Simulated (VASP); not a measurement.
# ScSi2 (P6/mmm) in VASP: single point with LDA

Aim: the single point of ScSi2 with LDA.

Everything below comes from runs of VASP 6.6.1. Logs are shortened: lines on timing, memory, paths and dates and some standing lists are left out, and cuts for length are marked.

### Step 1. The cell of the first run

Symmetry: P6/mmm, No. 191, hexagonal system. The conventional cell has a = 3.660 Å, b = 3.660 Å, c = 3.870 Å, α = 90.00°, β = 90.00°, γ = 120.00°. Within 3.9 Å of Sc (site symmetry 6/mmm) lie 12 Si at 2.87 Å and 8 Sc at 3.66 to 3.87 Å. Within 2.9 Å of Si (site symmetry -6m2) lie 3 Si at 2.11 Å and 6 Sc at 2.87 Å.

### Step 2. Single point, LDA, collinear spin, zero start

Input file INCAR:

```
PREC     = Accurate       # precision mode
ENCUT    = 500            # plane-wave cutoff, eV
EDIFF    = 1E-6           # SCF threshold, eV
ISMEAR   = -1             # smearing method
SIGMA    = 0.1            # smearing width, eV
LREAL    = F              # projectors in reciprocal space
LASPH    = T              # aspherical terms in the spheres
NELM     = 200            # most SCF steps
ALGO     = Normal         # electronic algorithm
ISIF     = 2              # what is computed and relaxed
LWAVE    = F              # write WAVECAR
LCHARG   = T              # write CHGCAR
ISPIN    = 2              # spin polarisation
MAGMOM   = 0 0 0          # initial moments
LORBIT   = 11             # projections on sites
LMAXMIX  = 4              # l up to which the mixer works
GGA      = CA             # functional
LELF     = T              # ELF
LVHAR    = T            
NBANDS   = 20             # bands
GGA_COMPAT= F
```

Input file KPOINTS:

```
Automatic mesh
0
Gamma
  8 8 7
```

Input file POSCAR:

```
ScSi2
1.0
    3.6600000000      0.0000000000      0.0000000000
   -1.8300000000      3.1696529779      0.0000000000
    0.0000000000      0.0000000000      3.8700000000
Sc Si
1 2
Direct
    0.0000000000      0.0000000000      0.0000000000
    0.3333333333      0.6666666667      0.5000000000
    0.6666666667      0.3333333333      0.5000000000
```

Potentials or basis: VASP PAW LDA potentials, release 64 (Sc_sv, Si).

Run with:

```sh
$ cat potpaw_LDA.64/Sc_sv/POTCAR potpaw_LDA.64/Si/POTCAR > POTCAR
$ mpirun -np 1 vasp_std > vasp.out
```

OUTCAR:

```text
PREC = Accurate
   ENCUT = 500
   EDIFF = 1E-6
   ISMEAR = -1
   LREAL = F
   LASPH = T
   NELM = 200
   ISIF = 2
   ISPIN = 2
   LORBIT = 11
   GGA = CA

 ion  position               nearest neighbor table
   1  0.000  0.000  0.000-   2 2.87   3 2.87   2 2.87   3 2.87   3 2.87   3 2.87   2 2.87   2 2.87
                             3 2.87   3 2.87   2 2.87   2 2.87
   2  0.333  0.667  0.500-   3 2.11   3 2.11   3 2.11   1 2.87   1 2.87   1 2.87   1 2.87   1 2.87
                             1 2.87
   3  0.667  0.333  0.500-   2 2.11   2 2.11   2 2.11   1 2.87   1 2.87   1 2.87   1 2.87   1 2.87
                             1 2.87

  LATTYP: Found a hexagonal cell.
 ALAT       =     3.6600000000
 C/A-ratio  =     1.0573770492

  Lattice vectors:

 A1 = (   3.6600000000,   0.0000000000,   0.0000000000)
 A2 = (  -1.8300000000,   3.1696529779,   0.0000000000)
 A3 = (   0.0000000000,   0.0000000000,   3.8700000000)

Analysis of symmetry for initial positions (statically):
=====================================================================
 Subroutine PRICEL returns:
 Original cell was already a primitive cell.

 Routine SETGRP: Setting up the symmetry group for a
 hexagonal supercell.

 Subroutine GETGRP returns: Found 24 space group operations
 (whereof 24 operations were pure point group operations)
 out of a pool of 24 trial point group operations.

The static configuration has the point symmetry D_6h.

Analysis of symmetry for dynamics (positions and initial velocities):
=====================================================================
 Subroutine PRICEL returns:
 Original cell was already a primitive cell.

 Routine SETGRP: Setting up the symmetry group for a
 hexagonal supercell.

 Subroutine GETGRP returns: Found 24 space group operations
 (whereof 24 operations were pure point group operations)
 out of a pool of 24 trial point group operations.

The dynamic configuration has the point symmetry D_6h.

Analysis of structural, dynamic, and magnetic symmetry:
=====================================================================
 Subroutine PRICEL returns:
 Original cell was already a primitive cell.

 Routine SETGRP: Setting up the symmetry group for a
 hexagonal supercell.

 Subroutine GETGRP returns: Found 24 space group operations
 (whereof 24 operations were pure point group operations)
 out of a pool of 24 trial point group operations.

The overall configuration has the point symmetry D_6h.

 Subroutine INISYM returns: Found 24 space group operations
 (whereof 24 operations are pure point group operations),
 and found     1 'primitive' translations

[... 117 lines left out ...]
  volume/ion in A,a.u.               =      14.97       100.99
  Fermi-wavevector in a.u.,A,eV,Ry     =   1.229112  2.322685 20.554542  1.510716
  Thomas-Fermi vector in A             =   2.364012
   LORBIT       =     11    0 simple, 1 ext, 2 COOP (PROOUT), +10 PAW based schemes
   GGA     = CA    functional components
   LHFCALC =     F    Hartree Fock is set to
   AEXX    =    0.0000 exact exchange contribution
   IVDW    =     0    specifies the selected vdW correction
   LEPSILON=     F    determine dielectric tensor
   LRPA    =     F    only Hartree local field effects (RPA)
 spin polarized calculation
  energy-cutoff  :      500.00
  volume of cell :       44.90
 maximum number of plane-waves:      1160
 NGX is ok and might be reduce to    28
   NGX = 13   NGY = 13   NGZ = 15

 number of electron      18.9999998 magnetization       0.0000022

 number of electron      18.9999998 magnetization      -0.0000028

 Free energy of the ion-electron system (eV)
  ---------------------------------------------------
  ext. energy  EPLUGINS =         0.00000000
  ---------------------------------------------------
  free energy    TOTEN  =       -19.40154516 eV

  energy without entropy =      -19.34980948  energy(sigma->0) =      -19.37567732

 E-fermi :   9.1248     XC(G=0): -11.4186

 val. band max:        9.0976604509   @ k =   0.3750   0.2500   0.0000
 cond. band min:       9.1658872336   @ k =   0.2500  -0.0000   0.2857
 fundamental gap:      0.0682267826
 Fermi energy:         9.1247725678

 spin component 1

 k-point     1 :       0.0000    0.0000    0.0000
  band No.  band energies     occupation
      1     -39.8476      1.00000
      2     -18.9067      1.00000
      3     -18.8217      1.00000
      4     -18.8217      1.00000
      5      -4.6902      1.00000
      6       5.6063      1.00000
[... 541 lines left out ...]
     19      17.2572      0.00000
     20      17.2638      0.00000

 [... further k-points ...]

 spin component 2

 k-point     1 :       0.0000    0.0000    0.0000
  band No.  band energies     occupation
      1     -39.8476      1.00000
      2     -18.9067      1.00000
      3     -18.8217      1.00000
      4     -18.8217      1.00000
      5      -4.6902      1.00000
      6       5.6063      1.00000
[... 541 lines left out ...]
     19      17.2572      0.00000
     20      17.2638      0.00000

 [... further k-points ...]
[... 5 lines left out ...]
  --------------------------------------------------------------------------------------
  -------------------------------------------------------------------------------------
  Total        8.3455492      8.3455492     -1.4465159      0.0000000      0.0000000      0.0000000
  in kB      297.8254010    297.8254010    -51.6214291      0.0000000      0.0000000      0.0000000
  external PRESSURE =     181.3431243 kB  Pullay stress =       0.0000000 kB

 VOLUME and BASIS-vectors are now :
 -----------------------------------------------------------------------------
  energy-cutoff  :      500.00
  volume of cell :       44.90
      direct lattice vectors                 reciprocal lattice vectors
     3.660000000  0.000000000  0.000000000     0.273224044  0.157745975  0.000000000
    -1.830000000  3.169652978  0.000000000     0.000000000  0.315491950  0.000000000
     0.000000000  0.000000000  3.870000000     0.000000000  0.000000000  0.258397933

 POSITION                                       TOTAL-FORCE (eV/Angst)
 -----------------------------------------------------------------------------------
      0.00000      0.00000      0.00000        -0.000000      0.000000      0.000000
     -0.00000      2.11310      1.93500        -0.000000      0.000000      0.000000
      1.83000      1.05655      1.93500         0.000000      0.000000      0.000000
 -----------------------------------------------------------------------------------
    total drift:                               -0.000000      0.000000      0.000000

  FREE ENERGIE OF THE ION-ELECTRON SYSTEM (eV)
  ---------------------------------------------------
  free  energy   TOTEN  =       -19.4015451570 eV

  energy  without entropy=      -19.3498094787  energy(sigma->0) =      -19.37567732

 total charge

# of ion       s       p       d       tot
------------------------------------------
    1        2.162   6.127   1.299   9.587
    2        0.763   1.106   0.000   1.869
    3        0.763   1.106   0.000   1.869
--------------------------------------------------
tot          3.688   8.339   1.299  13.325

 magnetization (x)

# of ion       s       p       d       tot
------------------------------------------
    1        0.000   0.000  -0.000  -0.000
    2       -0.000   0.000   0.000   0.000
    3       -0.000   0.000   0.000   0.000
--------------------------------------------------
tot         -0.000   0.000  -0.000   0.000
```

stdout:

```text
POSCAR found type information on POSCAR ScSi
 POSCAR found :  2 types and       3 ions
 scaLAPACK will be used
 LDA part: xc-table for (Slater(with rela. corr.)+CA(PZ))
 , standard interpolation
 POSCAR, INCAR and KPOINTS ok, starting setup
 FFT: planning ... GRIDC
 FFT: planning ... GRID_SOFT
 FFT: planning ... GRID
 WAVECAR not read
 entering main loop
```

Wall time 27 s (1 thread of Intel Xeon 6975P-C (Granite Rapids), shared host); peak memory 0.18 GiB.

What came out:

```
Free energy                                           : -19.4015 eV
Pressure                                              : 18.1 GPa
Net moment                                            : 0.00 μB per cell
Valence electrons inside the program's atomic spheres : Sc 9.59; Si 1.87
```

Stress tensor (GPa, compression positive):
```
29.78  0.00  0.00
 0.00 29.78  0.00
 0.00  0.00 -5.16
```

Caveat: the cell stands under pressure.
